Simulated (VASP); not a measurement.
# KMgI3 (Pm-3m) in VASP: a series of runs

KMgI3 is run at these levels: PBE; tasks: single point.

All numbers are computed with VASP 6.6.1; they aren't measurements. Logs are shortened: lines on timing, memory, paths and dates and some standing lists are left out, and cuts for length are marked.

### 1 The cell of the first run

It takes space group Pm-3m (No. 221, cubic). The conventional cell has a = 5.733 Å, b = 5.733 Å, c = 5.733 Å, α = 90.00°, β = 90.00°, γ = 90.00°. Within 5.3 Å of K (site symmetry m-3m) lie 12 I at 4.05 Å and 8 Mg at 4.96 Å. Within 3.8 Å of Mg (site symmetry m-3m) lie 6 I at 2.87 Å. I (site symmetry 4/mmm) has 2 Mg at 2.87 Å within 3.8 Å.

### 2 Single point, PBE (volume changed by -6%)

The input, INCAR:

```
ALGO = Normal
EDIFF = 1E-7
ENCUT = 520
GGA = PE
ISIF = 2
ISMEAR = 0
LASPH = T
LCHARG = T
LELF = T
LREAL = F
LVHAR = T
LWAVE = F
NBANDS = 24
NELM = 80
PREC = Accurate
SIGMA = 0.01
```

The input, KPOINTS:

```
k-points
0
Gamma
  4 4 4
```

The input, POSCAR:

```
KMgI3
1.0
    5.7328701300      0.0000000000      0.0000000000
    0.0000000000      5.7328701300      0.0000000000
    0.0000000000      0.0000000000      5.7328701300
K Mg I
1 1 3
Direct
    0.0000000000      0.0000000000      0.0000000000
    0.5000000000      0.5000000000      0.5000000000
    0.5000000000      0.5000000000      0.0000000000
    0.5000000000      0.0000000000      0.5000000000
    0.0000000000      0.5000000000      0.5000000000
```

Potentials or basis: VASP PAW PBE potentials, release 64 (K_sv, Mg, I).

The run is started by

```sh
> cat potpaw_PBE.64/K_sv/POTCAR potpaw_PBE.64/Mg/POTCAR potpaw_PBE.64/I/POTCAR > POTCAR
> mpirun -np 1 vasp_std > vasp.out
```

OUTCAR:

```text
EDIFF = 1E-7
   ENCUT = 520
   GGA = PE
   ISIF = 2
   ISMEAR = 0
   LASPH = T
   LREAL = F
   NELM = 80
   PREC = Accurate

 ion  position               nearest neighbor table
   1  0.000  0.000  0.000-
   2  0.500  0.500  0.500-   3 2.87   4 2.87   5 2.87   3 2.87   4 2.87   5 2.87
   3  0.500  0.500  0.000-   2 2.87   2 2.87
   4  0.500  0.000  0.500-   2 2.87   2 2.87
   5  0.000  0.500  0.500-   2 2.87   2 2.87

  LATTYP: Found a simple cubic cell.
 ALAT       =     5.7328701300

  Lattice vectors:

 A1 = (   5.7328701300,   0.0000000000,   0.0000000000)
 A2 = (   0.0000000000,   5.7328701300,   0.0000000000)
 A3 = (   0.0000000000,   0.0000000000,   5.7328701300)

Analysis of symmetry for initial positions (statically):
=====================================================================
 Subroutine PRICEL returns:
 Original cell was already a primitive cell.

 Routine SETGRP: Setting up the symmetry group for a
 simple cubic supercell.

 Subroutine GETGRP returns: Found 48 space group operations
 (whereof 48 operations were pure point group operations)
 out of a pool of 48 trial point group operations.

The static configuration has the point symmetry O_h .

Analysis of symmetry for dynamics (positions and initial velocities):
=====================================================================
 Subroutine PRICEL returns:
 Original cell was already a primitive cell.

 Routine SETGRP: Setting up the symmetry group for a
 simple cubic supercell.

 Subroutine GETGRP returns: Found 48 space group operations
 (whereof 48 operations were pure point group operations)
 out of a pool of 48 trial point group operations.

The dynamic configuration has the point symmetry O_h .

 Subroutine INISYM returns: Found 48 space group operations
 (whereof 48 operations are pure point group operations),
 and found     1 'primitive' translations

----------------------------------------------------------------------------------------

                                     Primitive cell

  volume of cell :     188.4154

  direct lattice vectors                    reciprocal lattice vectors
     5.732870130  0.000000000  0.000000000     0.174432697  0.000000000  0.000000000
     0.000000000  5.732870130  0.000000000     0.000000000  0.174432697  0.000000000
     0.000000000  0.000000000  5.732870130     0.000000000  0.000000000  0.174432697

  length of vectors
     5.732870130  5.732870130  5.732870130     0.174432697  0.174432697  0.174432697

  position of ions in fractional coordinates (direct lattice)
     0.000000000  0.000000000  0.000000000
     0.500000000  0.500000000  0.500000000
     0.500000000  0.500000000  0.000000000
     0.500000000  0.000000000  0.500000000
     0.000000000  0.500000000  0.500000000

  ion indices of the primitive-cell ions
   primitive index   ion index
                 1           1
                 2           2
                 3           3
                 4           4
                 5           5

----------------------------------------------------------------------------------------

 KPOINTS: k-points

Automatic generation of k-mesh.
 Grid dimensions read from file:
 generate k-points for:    4    4    4

 Generating k-lattice:

  Cartesian coordinates                     Fractional coordinates (reciprocal lattice)
     0.043608174  0.000000000  0.000000000     0.250000000  0.000000000  0.000000000
     0.000000000  0.043608174  0.000000000     0.000000000  0.250000000  0.000000000
     0.000000000  0.000000000  0.043608174     0.000000000  0.000000000  0.250000000

  Length of vectors
     0.043608174  0.043608174  0.043608174

  Shift w.r.t. Gamma in fractional coordinates (k-lattice)
     0.000000000  0.000000000  0.000000000

 Subroutine IBZKPT returns following result:
 ===========================================

 Found     10 irreducible k-points:

 Following reciprocal coordinates:
            Coordinates               Weight
  0.000000  0.000000  0.000000      1.000000
  0.250000  0.000000  0.000000      6.000000
  0.500000  0.000000  0.000000      3.000000
  0.250000  0.250000  0.000000     12.000000
  0.500000  0.250000  0.000000     12.000000
  0.500000  0.500000  0.000000      3.000000
  0.250000  0.250000  0.250000      8.000000
  0.500000  0.250000  0.250000     12.000000
  0.500000  0.500000  0.250000      6.000000
  0.500000  0.500000  0.500000      1.000000
   k-points           NKPTS =     10   k-points in BZ     NKDIM =     10   number of bands    NBANDS=     24
   number of dos      NEDOS =    301   number of ions     NIONS =      5
   total plane-waves  NPLWV = 110592
   dimension x,y,z NGX =    48 NGY =   48 NGZ =   48
   dimension x,y,z NGXF=    96 NGYF=   96 NGZF=   96
   ions per type =               1   1   3
   NGX,Y,Z   is equivalent  to a cutoff of  13.92, 13.92, 13.92 a.u.
   NGXF,Y,Z  is equivalent  to a cutoff of  27.84, 27.84, 27.84 a.u.
 SYSTEM =  unknown system
   PREC   = accura    normal or accurate (medium, high low for compatibility)
   ISTART =      0    job   : 0-new  1-cont  2-samecut
   ICHARG =      2    charge: 1-file 2-atom 10-const
   ISPIN  =      1    spin polarized calculation?
   LNONCOLLINEAR =      F non collinear calculations
   LSORBIT =      F    spin-orbit coupling
   LASPH  =      T    aspherical Exc in radial PAW
   ENCUT  =  520.0 eV  38.22 Ry    6.18 a.u.  10.66 10.66 10.66*2*pi/ulx,y,z
   NELM   =     80;   NELMIN=  2; NELMDL= -5     # of ELM steps
   EDIFF  = 0.1E-06   stopping-criterion for ELM
   LREAL  =      F    real-space projection
   EDIFFG = 0.1E-05   stopping-criterion for IOM
   NSW    =      0    number of steps for IOM
   IBRION =     -1    ionic relax: 0-MD 1-quasi-New 2-CG
   NFREE  =      0    steps in history (QN), initial steepest desc. (CG)
   ISIF   =      2    stress and relaxation
   ISYM   =      2    0-nonsym 1-usesym 2-fastsym
   POTIM  = 0.5000    time-step for ionic-motion
   TEBEG  =    0.0;   TEEND  =   0.0 temperature during run
   PSTRESS=    0.0 pullay stress
   NELECT =      32.0000    total number of electrons
   NUPDOWN=      -1.0000    fix difference up-down
   EMIN   =  10.00;   EMAX   =-10.00  energy-range for DOS
   EFERMI =   0.00;   METHOD = LEGACY
   ISMEAR =     0;   SIGMA  =   0.01  broadening in eV -4-tet -1-fermi 0-gaus
   EFERMI_NEDOS =   21; number of points for ismear=-14 and -15
   IALGO  =     38    algorithm
   IMIX   =      4    mixing-type and parameters
     AMIX     =   0.40;   BMIX     =  1.00
     AMIX_MAG =   1.60;   BMIX_MAG =  1.00
  volume/ion in A,a.u.               =      37.68       254.30
  Fermi-wavevector in a.u.,A,eV,Ry     =   0.906608  1.713240 11.183138  0.821937
  Thomas-Fermi vector in A             =   2.030316
   LORBIT       =      0    0 simple, 1 ext, 2 COOP (PROOUT), +10 PAW based schemes
   GGA     = PE    functional components
   LHFCALC =     F    Hartree Fock is set to
   AEXX    =    0.0000 exact exchange contribution
   IVDW    =     0    specifies the selected vdW correction
   LEPSILON=     F    determine dielectric tensor
   LRPA    =     F    only Hartree local field effects (RPA)
 non-spin polarized calculation
 Gauss-broadening in eV      SIGMA  =   0.01
  energy-cutoff  :      520.00
  volume of cell :      188.42
 maximum number of plane-waves:      5112
 NGX is ok and might be reduce to    48
   NGX = 21   NGY = 21   NGZ = 21

 number of electron      32.0000002 magnetization

 Free energy of the ion-electron system (eV)
  ---------------------------------------------------
  ext. energy  EPLUGINS =         0.00000000
  ---------------------------------------------------
  free energy    TOTEN  =       -12.75213169 eV

  energy without entropy =      -12.75213169  energy(sigma->0) =      -12.75213169

 E-fermi :   1.8593     XC(G=0):  -7.8066

 val. band max:        1.7859409732   @ k =   0.5000   0.5000   0.5000
 cond. band min:       3.0589900685   @ k =   0.0000   0.0000   0.0000
 fundamental gap:      1.2730490954
 Fermi energy:         1.8592605784

 k-point     1 :       0.0000    0.0000    0.0000
  band No.  band energies     occupation
      1     -28.0240      2.00000
      2     -11.4866      2.00000
      3     -11.4866      2.00000
      4     -11.4866      2.00000
      5     -10.3474      2.00000
      6      -9.4302      2.00000
[... 16 lines left out ...]
     23       6.7814      0.00000
     24       9.5571      0.00000

 k-point     2 :       0.2500    0.0000    0.0000
  band No.  band energies     occupation
      1     -28.0239      2.00000
      2     -11.4966      2.00000
      3     -11.4862      2.00000
      4     -11.4862      2.00000
      5     -10.2345      2.00000
      6      -9.5519      2.00000
[... 16 lines left out ...]
     23       7.5124      0.00000
     24       8.8753      0.00000

 k-point     3 :       0.5000    0.0000    0.0000
  band No.  band energies     occupation
      1     -28.0239      2.00000
      2     -11.5060      2.00000
      3     -11.4858      2.00000
      4     -11.4858      2.00000
      5     -10.0514      2.00000
      6      -9.7442      2.00000
[... 16 lines left out ...]
     23       8.4378      0.00000
     24       8.7333      0.00000
[... 136 lines left out ...]
 k-point     9 :       0.5000    0.5000    0.2500
  band No.  band energies     occupation
      1     -28.0238      2.00000
      2     -11.4936      2.00000
      3     -11.4936      2.00000
      4     -11.4876      2.00000
      5      -9.7441      2.00000
      6      -9.7184      2.00000
[... 16 lines left out ...]
     23       8.2764      0.00000
     24       8.8988      0.00000

 k-point    10 :       0.5000    0.5000    0.5000
  band No.  band energies     occupation
      1     -28.0238      2.00000
      2     -11.4902      2.00000
      3     -11.4902      2.00000
      4     -11.4902      2.00000
      5      -9.7181      2.00000
      6      -9.7181      2.00000
[... 16 lines left out ...]
     23       8.3957      0.00000
     24       9.3286      0.00000

------------------------ aborting loop because EDIFF is reached ----------------------------------------

  FORCE on cell =-STRESS in cart. coord.  units (eV):
  Direction    XX          YY          ZZ          XY          YZ          ZX
  --------------------------------------------------------------------------------------
  -------------------------------------------------------------------------------------
  Total        1.5810302      1.5810302      1.5810302     -0.0000000     -0.0000000      0.0000000
  in kB       13.4441838     13.4441838     13.4441838     -0.0000000     -0.0000000      0.0000000
  external PRESSURE =      13.4441838 kB  Pullay stress =       0.0000000 kB

 VOLUME and BASIS-vectors are now :
 -----------------------------------------------------------------------------
  energy-cutoff  :      520.00
  volume of cell :      188.42
      direct lattice vectors                 reciprocal lattice vectors
     5.732870130  0.000000000  0.000000000     0.174432697  0.000000000  0.000000000
     0.000000000  5.732870130  0.000000000     0.000000000  0.174432697  0.000000000
     0.000000000  0.000000000  5.732870130     0.000000000  0.000000000  0.174432697

 POSITION                                       TOTAL-FORCE (eV/Angst)
 -----------------------------------------------------------------------------------
      0.00000      0.00000      0.00000         0.000000      0.000000      0.000000
      2.86644      2.86644      2.86644         0.000000      0.000000      0.000000
      2.86644      2.86644      0.00000         0.000000      0.000000      0.000000
      2.86644      0.00000      2.86644         0.000000      0.000000      0.000000
      0.00000      2.86644      2.86644         0.000000      0.000000      0.000000
 -----------------------------------------------------------------------------------
    total drift:                               -0.000000      0.000000     -0.000000

  FREE ENERGIE OF THE ION-ELECTRON SYSTEM (eV)
  ---------------------------------------------------
  free  energy   TOTEN  =       -12.7521316863 eV

  energy  without entropy=      -12.7521316863  energy(sigma->0) =      -12.75213169
```

Run time: 25 s. Hardware: 1 thread of Intel Xeon 6975P-C (Granite Rapids), shared host; peak memory 0.32 GiB.

Results:

```yaml
Free_energy: -12.7521 eV
Pressure: 1.3 GPa
Band_gap_on_the_k_mesh: 1.27 eV, indirect (least direct gap 1.80 eV)
```

Caveat: spin-orbit coupling is left out, which moves the levels of the heavy elements. A k mesh can miss the band edges.

[end of part 1 of 2]
